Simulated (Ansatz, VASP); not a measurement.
**Ti in VASP and in Ansatz**

```
Ti
1.0
     4.47014    0.00000    0.00000
    -2.23507    3.87125    0.00000
     0.00000    0.00000    2.77081
Ti
3
Cartesian
  0.0000 0.0000 0.0000
  0.0000 2.5808 1.3854
  2.2351 1.2904 1.3854
```

Change from the starting cell: equal strain along all axes, cell held, atoms relaxed: -1.0 %.

Alike in both runs: task single point; functional PBEsol; k mesh 12 × 12 × 18; occupations gaussian, width 0.1 eV; no spin polarisation.

```csv
,VASP,Ansatz
version,VASP 6.6.1,Ansatz 0.2.0
potentials or method,"VASP PAW PBE potentials, release 64 (Ti_sv), cutoff 520 eV","scalar-relativistic, plane waves, PAW"
valence electrons in the cell,36,36
```

```csv
,VASP,Ansatz,Ansatz less VASP
gap on the k mesh at the Fermi level (eV),none,none,-
pressure (GPa),3.4,3.8,+0.39
"traceless stress, the component that is largest in VASP (GPa)",0.23,0.23,-0.001
```

VASP's potentials were made for PBE, not for PBEsol. A gap of «none» marks a metal or a gap that the smearing closes.
